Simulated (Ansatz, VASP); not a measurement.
KI: VASP beside Ansatz

Contents of INCAR:

```
PREC = Accurate
ENCUT = 520
EDIFF = 1E-6
ISMEAR = 0
SIGMA = 0.01
LREAL = F
LASPH = T
NELM = 80
ALGO = Normal
ISIF = 2
LWAVE = F
LCHARG = T
GGA = PE
LELF = T
LVHAR = T
NBANDS = 15
```

The input KPOINTS:

```
Automatic mesh
0
Gamma
  6 6 6
```

POSCAR

```
KI
1.0
    0.0000000000      3.6615919482      3.6615919482
    3.6615919482      0.0000000000      3.6615919482
    3.6615919482      3.6615919482      0.0000000000
K I
1 1
Direct
    0.0000000000      0.0000000000      0.0000000000
    0.5000000000      0.5000000000      0.5000000000
```

Input for Ansatz:

```yaml
crystal:
  lattice:
    - [0.0, 3.6615919482, 3.6615919482]
    - [3.6615919482, 0.0, 3.6615919482]
    - [3.6615919482, 3.6615919482, 0.0]
  atoms:
    - { symbol: K, position: [0.0, 0.0, 0.0] }
    - { symbol: I, position: [0.5, 0.5, 0.5] }
kpoints:
  mp_grid: { grid: [6, 6, 6] }
hamiltonian:
  xc: pbe
scf:
  occupations: { method: fixed }
  n_extra_bands: 4
output:
  forces: true
  stress: true
  eigenvalues: true
```

Alike in both runs: task single point; functional PBE; k mesh 6 × 6 × 6; no spin polarisation.

|  | VASP | Ansatz |
| --- | --- | --- |
| version | VASP 6.6.1 | Ansatz 0.2.0 |
| potentials or method | VASP PAW PBE potentials, release 64 (K_sv, I) | plane waves, PAW |
| plane-wave cutoff (eV) | 520 | 420 |
| occupations | gaussian, width 0.01 eV | fixed |
| valence electrons in the cell | 16 | 26 |

```tsv
	VASP	Ansatz	Ansatz less VASP
gap on the k mesh at the Fermi level (eV)	3.73	3.73	+0.004
pressure (GPa)	-0.5	-0.5	-0.02
```

VASP's potentials hold 16 valence electrons a cell and Ansatz's 26, so a difference there can come from the potentials and not from the codes.

Neither program's run includes spin-orbit coupling.
